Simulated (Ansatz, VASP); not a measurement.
## NaH in VASP and in Ansatz

```
CELL_PARAMETERS angstrom
1.68302 0.97169 8.69413
-1.68302 0.97169 8.69413
0.00000 -1.94338 8.69413
ATOMIC_POSITIONS crystal
Na 0.50000 0.50000 0.50000
Na 0.61289 0.61289 0.61289
Na 0.38711 0.38711 0.38711
H 0.00000 0.00000 0.00000
H 0.77685 0.77685 0.77685
H 0.22315 0.22315 0.22315
```

Alike in both runs: task single point; functional PBE; k mesh 12 × 12 × 12; occupations gaussian, width 0.02 eV; no spin polarisation.

```csv
,VASP,Ansatz
version,VASP 6.6.1,Ansatz 0.2.0
potentials or method,"VASP PAW PBE potentials, release 64 (Na_pv, H), cutoff 520 eV","scalar-relativistic, plane waves, PAW"
valence electrons in the cell,24,30
```

```csv
,VASP,Ansatz,Ansatz less VASP
gap on the k mesh at the Fermi level (eV),3.46,3.46,+0.002
least direct gap on the mesh (eV),4.21,4.21,-0.001
pressure (GPa),0.0,0.0,+0.03
```

VASP's potentials hold 24 valence electrons a cell and Ansatz's 30, so a difference there can come from the potentials and not from the codes.
